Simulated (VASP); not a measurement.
# Au (Fd-3m) in VASP: notebook

The runs below take Au through single point, relaxation of cell and atoms, with BLYP.

Program: VASP 6.6.1. These are calculated values, not measurements. Logs are shortened: lines on timing, memory, paths and dates and some standing lists are left out, and cuts for length are marked.

### 1 The cell of the first run

Symmetry: Fd-3m, No. 227, cubic system. The conventional cell has a = 6.472 Å, b = 6.472 Å, c = 6.472 Å, α = 90.00°, β = 90.00°, γ = 90.00°. Within 3.7 Å of Au (site symmetry -43m) lie 4 Au at 2.80 Å.

This isn't the form of Au at room conditions, which is fcc.

### 2 Single point, BLYP (33.89 Å³/atom)

Contents of INCAR:

```
SYSTEM = Au
  PREC = Accurate
  ENCUT = 520
  EDIFF = 1E-6
  ISMEAR = -1
  SIGMA = 0.1
  LREAL = .False.
  LASPH = .True.
  NELM = 100
  ALGO = Normal
  ISIF = 2
  LWAVE = .False.
  LCHARG = .False.
  GGA = B5
  ALDAX = 1.0
  AGGAX = 1.0
  AGGAC = 1.0
  ALDAC = 0.0
  NBANDS = 18
```

Contents of KPOINTS:

```
regular mesh
0
Gamma
  10 10 10
  0 0 0
```

Contents of POSCAR:

```
Au
1.0
    0.0000000000      3.2360261487      3.2360261487
    3.2360261487      0.0000000000      3.2360261487
    3.2360261487      3.2360261487      0.0000000000
Au
2
Direct
    0.1250000000      0.1250000000      0.1250000000
    0.8750000000      0.8750000000      0.8750000000
```

Potentials or basis: VASP PAW PBE potentials, release 64 (Au).

Started as:

```sh
> cat potpaw_PBE.64/Au/POTCAR > POTCAR
> mpirun -np 1 vasp_std > vasp.out
```

OUTCAR:

```text
SYSTEM = Au
   PREC = Accurate
   ENCUT = 520
   EDIFF = 1E-6
   ISMEAR = -1
   LREAL = .False.
   LASPH = .True.
   NELM = 100
   ISIF = 2
   GGA = B5

 ion  position               nearest neighbor table
   1  0.125  0.125  0.125-   2 2.80   2 2.80   2 2.80   2 2.80
   2  0.875  0.875  0.875-   1 2.80   1 2.80   1 2.80   1 2.80

  LATTYP: Found a face centered cubic cell.
 ALAT       =     6.4720522974

  Lattice vectors:

 A1 = (   0.0000000000,   3.2360261487,   3.2360261487)
 A2 = (   3.2360261487,   0.0000000000,   3.2360261487)
 A3 = (   3.2360261487,   3.2360261487,   0.0000000000)

Analysis of symmetry for initial positions (statically):
=====================================================================
 Subroutine PRICEL returns:
 Original cell was already a primitive cell.

 Routine SETGRP: Setting up the symmetry group for a
 face centered cubic supercell.

 Subroutine GETGRP returns: Found 48 space group operations
 (whereof 12 operations were pure point group operations)
 out of a pool of 48 trial point group operations.

The static configuration has the point symmetry D_3d.
 The point group associated with its full space group is O_h .

Analysis of symmetry for dynamics (positions and initial velocities):
=====================================================================
 Subroutine PRICEL returns:
 Original cell was already a primitive cell.

 Routine SETGRP: Setting up the symmetry group for a
 face centered cubic supercell.

 Subroutine GETGRP returns: Found 48 space group operations
 (whereof 12 operations were pure point group operations)
 out of a pool of 48 trial point group operations.

The dynamic configuration has the point symmetry D_3d.
 The point group associated with its full space group is O_h .

 Subroutine INISYM returns: Found 48 space group operations
 (whereof 12 operations are pure point group operations),
 and found     1 'primitive' translations

----------------------------------------------------------------------------------------

                                     Primitive cell

  volume of cell :      67.7745

  direct lattice vectors                    reciprocal lattice vectors
     0.000000000  3.236026149  3.236026149    -0.154510494  0.154510494  0.154510494
     3.236026149  0.000000000  3.236026149     0.154510494 -0.154510494  0.154510494
     3.236026149  3.236026149  0.000000000     0.154510494  0.154510494 -0.154510494

  length of vectors
     4.576432068  4.576432068  4.576432068     0.267620027  0.267620027  0.267620027

  position of ions in fractional coordinates (direct lattice)
     0.125000000  0.125000000  0.125000000
     0.875000000  0.875000000  0.875000000

  ion indices of the primitive-cell ions
   primitive index   ion index
                 1           1
                 2           2

----------------------------------------------------------------------------------------

 KPOINTS: regular mesh

Automatic generation of k-mesh.
 Grid dimensions read from file:
 generate k-points for:   10   10   10

 Generating k-lattice:

  Cartesian coordinates                     Fractional coordinates (reciprocal lattice)
    -0.015451049  0.015451049  0.015451049     0.100000000  0.000000000  0.000000000
     0.015451049 -0.015451049  0.015451049     0.000000000  0.100000000  0.000000000
     0.015451049  0.015451049 -0.015451049     0.000000000  0.000000000  0.100000000

  Length of vectors
     0.026762003  0.026762003  0.026762003

  Shift w.r.t. Gamma in fractional coordinates (k-lattice)
     0.000000000  0.000000000  0.000000000

 Subroutine IBZKPT returns following result:
 ===========================================

 Found     47 irreducible k-points:

 Following reciprocal coordinates:
            Coordinates               Weight
  0.000000  0.000000  0.000000      1.000000
  0.100000  0.000000  0.000000      8.000000
  0.200000  0.000000  0.000000      8.000000
  0.300000  0.000000  0.000000      8.000000
  0.400000  0.000000  0.000000      8.000000
  0.500000  0.000000  0.000000      4.000000
[... 16 lines left out ...]
  0.300000  0.300000  0.000000      6.000000
  0.400000  0.300000  0.000000     24.000000
 [... further k-points ...]
   k-points           NKPTS =     47   k-points in BZ     NKDIM =     47   number of bands    NBANDS=     18
   number of dos      NEDOS =    301   number of ions     NIONS =      2
   total plane-waves  NPLWV =  46656
   dimension x,y,z NGX =    36 NGY =   36 NGZ =   36
   dimension x,y,z NGXF=    72 NGYF=   72 NGZF=   72
   ions per type =               2
   NGX,Y,Z   is equivalent  to a cutoff of  13.08, 13.08, 13.08 a.u.
   NGXF,Y,Z  is equivalent  to a cutoff of  26.16, 26.16, 26.16 a.u.
 SYSTEM =  Au
   PREC   = accura    normal or accurate (medium, high low for compatibility)
   ISTART =      0    job   : 0-new  1-cont  2-samecut
   ICHARG =      2    charge: 1-file 2-atom 10-const
   ISPIN  =      1    spin polarized calculation?
   LNONCOLLINEAR =      F non collinear calculations
   LSORBIT =      F    spin-orbit coupling
   LASPH  =      T    aspherical Exc in radial PAW
   ENCUT  =  520.0 eV  38.22 Ry    6.18 a.u.   8.51  8.51  8.51*2*pi/ulx,y,z
   NELM   =    100;   NELMIN=  2; NELMDL= -5     # of ELM steps
   EDIFF  = 0.1E-05   stopping-criterion for ELM
   LREAL  =      F    real-space projection
   EDIFFG = 0.1E-04   stopping-criterion for IOM
   NSW    =      0    number of steps for IOM
   IBRION =     -1    ionic relax: 0-MD 1-quasi-New 2-CG
   NFREE  =      0    steps in history (QN), initial steepest desc. (CG)
   ISIF   =      2    stress and relaxation
   ISYM   =      2    0-nonsym 1-usesym 2-fastsym
   POTIM  = 0.5000    time-step for ionic-motion
   TEBEG  =    0.0;   TEEND  =   0.0 temperature during run
   PSTRESS=    0.0 pullay stress
   NELECT =      22.0000    total number of electrons
   NUPDOWN=      -1.0000    fix difference up-down
   EMIN   =  10.00;   EMAX   =-10.00  energy-range for DOS
   EFERMI =   0.00;   METHOD = LEGACY
   ISMEAR =    -1;   SIGMA  =   0.10  broadening in eV -4-tet -1-fermi 0-gaus
   EFERMI_NEDOS =   21; number of points for ismear=-14 and -15
   IALGO  =     38    algorithm
   IMIX   =      4    mixing-type and parameters
     AMIX     =   0.40;   BMIX     =  1.00
     AMIX_MAG =   1.60;   BMIX_MAG =  1.00
  volume/ion in A,a.u.               =      33.89       228.68
  Fermi-wavevector in a.u.,A,eV,Ry     =   1.125107  2.126143 17.223140  1.265865
  Thomas-Fermi vector in A             =   2.261782
   LORBIT       =      0    0 simple, 1 ext, 2 COOP (PROOUT), +10 PAW based schemes
   GGA     = B5    functional components
   LHFCALC =     F    Hartree Fock is set to
   AEXX    =    0.0000 exact exchange contribution
   IVDW    =     0    specifies the selected vdW correction
   LEPSILON=     F    determine dielectric tensor
   LRPA    =     F    only Hartree local field effects (RPA)
 non-spin polarized calculation
  energy-cutoff  :      520.00
  volume of cell :       67.77
 maximum number of plane-waves:      1850
 NGX is ok and might be reduce to    36
   NGX = 17   NGY = 17   NGZ = 17

 number of electron      22.0000003 magnetization

 Free energy of the ion-electron system (eV)
  ---------------------------------------------------
  ext. energy  EPLUGINS =         0.00000000
  ---------------------------------------------------
  free energy    TOTEN  =        -4.19056735 eV

  energy without entropy =       -4.16621879  energy(sigma->0) =       -4.17839307

 E-fermi :   1.9485     XC(G=0):  -8.1163

 val. band max:        1.9387480445   @ k =  -0.4000   0.4000   0.0000
 cond. band min:       1.9895096429   @ k =  -0.4000   0.2000   0.1000
 fundamental gap:      0.0507615984
 Fermi energy:         1.9484945114

 k-point     1 :       0.0000    0.0000    0.0000
  band No.  band energies     occupation
      1      -3.1124      2.00000
      2      -1.5012      2.00000
      3      -1.5012      2.00000
      4      -1.5012      2.00000
      5      -1.4803      2.00000
      6      -1.4803      2.00000
[... 10 lines left out ...]
     17      11.5759      0.00000
     18      11.5759      0.00000

 k-point     2 :       0.1000    0.0000    0.0000
  band No.  band energies     occupation
      1      -3.0149      2.00000
      2      -1.5908      2.00000
      3      -1.5908      2.00000
      4      -1.5095      2.00000
      5      -1.3655      2.00000
      6      -1.3655      2.00000
[... 10 lines left out ...]
     17      12.0399      0.00000
     18      12.0399      0.00000

 k-point     3 :       0.2000    0.0000    0.0000
  band No.  band energies     occupation
      1      -2.7468      2.00000
      2      -1.6432      2.00000
      3      -1.6432      2.00000
      4      -1.5312      2.00000
      5      -1.2582      2.00000
      6      -1.2582      2.00000
[... 10 lines left out ...]
     17      12.5696      0.00000
     18      12.6445      0.00000

 k-point     4 :       0.3000    0.0000    0.0000
  band No.  band energies     occupation
      1      -2.3949      2.00000
      2      -1.6450      2.00000
      3      -1.6450      2.00000
      4      -1.5581      2.00000
      5      -1.2163      2.00000
      6      -1.2163      2.00000
[... 10 lines left out ...]
     17      12.6882      0.00000
     18      12.6882      0.00000

 k-point     5 :       0.4000    0.0000    0.0000
  band No.  band energies     occupation
      1      -2.1105      2.00000
      2      -1.6119      2.00000
      3      -1.6119      2.00000
      4      -1.5818      2.00000
      5      -1.2413      2.00000
      6      -1.2413      2.00000
[... 10 lines left out ...]
     17      12.6206      0.00000
     18      12.6206      0.00000

 k-point     6 :       0.5000    0.0000    0.0000
  band No.  band energies     occupation
      1      -2.0083      2.00000
      2      -1.5923      2.00000
      3      -1.5880      2.00000
      4      -1.5880      2.00000
      5      -1.2674      2.00000
      6      -1.2674      2.00000
[... 10 lines left out ...]
     17      12.5812      0.00000
     18      12.5812      0.00000

 k-point     7 :       0.1000    0.1000    0.0000
  band No.  band energies     occupation
      1      -2.9815      2.00000
      2      -1.6659      2.00000
      3      -1.5083      2.00000
      4      -1.5083      2.00000
      5      -1.4311      2.00000
      6      -1.2902      2.00000
[... 10 lines left out ...]
     17      12.7832      0.00000
     18      12.7838      0.00000

 k-point     8 :       0.2000    0.1000    0.0000
  band No.  band energies     occupation
      1      -2.7671      2.00000
      2      -1.7270      2.00000
      3      -1.5513      2.00000
      4      -1.5259      2.00000
      5      -1.3335      2.00000
      6      -1.1804      2.00000
[... 10 lines left out ...]
     17      12.7078      0.00000
     18      13.4231      0.00000
[... 229 lines left out ...]
     17      13.3535      0.00000
     18      14.1365      0.00000

 k-point    20 :      -0.4000    0.2000    0.0000
  band No.  band energies     occupation
      1      -1.8423      2.00000
      2      -1.7581      2.00000
      3      -1.6715      2.00000
      4      -1.5380      2.00000
      5      -1.1662      2.00000
      6      -0.9588      2.00000
[... 10 lines left out ...]
     17      13.7650      0.00000
     18      14.7279      0.00000

 k-point    21 :      -0.3000    0.2000    0.0000
  band No.  band energies     occupation
      1      -1.9811      2.00000
      2      -1.7266      2.00000
      3      -1.7173      2.00000
      4      -1.4965      2.00000
      5      -1.2545      2.00000
      6      -0.9149      2.00000
[... 10 lines left out ...]
     17      13.3859      0.00000
     18      13.8576      0.00000

 k-point    22 :      -0.2000    0.2000    0.0000
  band No.  band energies     occupation
      1      -2.2606      2.00000
      2      -1.7484      2.00000
      3      -1.6388      2.00000
      4      -1.5207      2.00000
      5      -1.2838      2.00000
      6      -0.9828      2.00000
[... 10 lines left out ...]
     17      12.7063      0.00000
     18      12.8530      0.00000

 k-point    23 :       0.3000    0.3000    0.0000
  band No.  band energies     occupation
      1      -2.0978      2.00000
      2      -1.8624      2.00000
      3      -1.5554      2.00000
      4      -1.5554      2.00000
      5      -1.0616      2.00000
      6      -0.8930      2.00000
[... 10 lines left out ...]
     17      15.6753      0.00000
     18      15.6936      0.00000

 k-point    24 :       0.4000    0.3000    0.0000
  band No.  band energies     occupation
      1      -1.8642      2.00000
      2      -1.8520      2.00000
      3      -1.5934      2.00000
      4      -1.5734      2.00000
      5      -0.9401      2.00000
      6      -0.8676      2.00000
[... 10 lines left out ...]
     17      15.0149      0.00000
     18      15.8890      0.00000

 [... further k-points ...]

------------------------ aborting loop because EDIFF is reached ----------------------------------------

  FORCE on cell =-STRESS in cart. coord.  units (eV):
  Direction    XX          YY          ZZ          XY          YZ          ZX
  --------------------------------------------------------------------------------------
  -------------------------------------------------------------------------------------
  Total       -1.0177789     -1.0177789     -1.0177789     -0.0000000      0.0000000     -0.0000000
  in kB      -24.0601295    -24.0601295    -24.0601295     -0.0000000      0.0000000     -0.0000000
  external PRESSURE =     -24.0601295 kB  Pullay stress =       0.0000000 kB

 VOLUME and BASIS-vectors are now :
 -----------------------------------------------------------------------------
  energy-cutoff  :      520.00
  volume of cell :       67.77
      direct lattice vectors                 reciprocal lattice vectors
     0.000000000  3.236026149  3.236026149    -0.154510494  0.154510494  0.154510494
     3.236026149  0.000000000  3.236026149     0.154510494 -0.154510494  0.154510494
     3.236026149  3.236026149  0.000000000     0.154510494  0.154510494 -0.154510494

 POSITION                                       TOTAL-FORCE (eV/Angst)
 -----------------------------------------------------------------------------------
      0.80901      0.80901      0.80901        -0.000000     -0.000000     -0.000000
      5.66305      5.66305      5.66305         0.000000      0.000000      0.000000
 -----------------------------------------------------------------------------------
    total drift:                               -0.000000      0.000000     -0.000000

  FREE ENERGIE OF THE ION-ELECTRON SYSTEM (eV)
  ---------------------------------------------------
  free  energy   TOTEN  =        -4.1905673473 eV

  energy  without entropy=       -4.1662187933  energy(sigma->0) =       -4.17839307
```

Wall time 2.4 min (1 thread of Intel Xeon 8259CL, shared host); peak memory 0.22 GiB.

What came out:

| Quantity | Value |
| --- | --- |
| Free energy | -4.1906 eV |
| Pressure | -2.4 GPa |
| Band gap on the k mesh | zero (bands 11 and 12 overlap by 0.42 eV) |

Levels at points of the mesh, in eV from the Fermi level:
```tsv
k point	band 8	band 9	band 10	band 11	band 12	band 13	band 14	band 15
(0.00, 0.00, 0.00)	-2.02	-2.02	-1.31	-1.31	7.11	8.52	8.52	8.52
(0.50, 0.00, 0.00)	-1.86	-1.39	-1.39	-0.53	-0.31	6.21	6.21	7.46
(0.50, 0.50, 0.00)	-2.40	-1.26	-1.26	0.11	0.11	3.78	3.78	7.51
```

Caveat: the PAW data sets were made with another functional, which shifts forces and pressure a little; spin-orbit coupling is left out, which moves the levels of the heavy elements.

[end of part 1 of 2]

The gap in the log of VASP goes by the Fermi energy; the results here count the filled bands.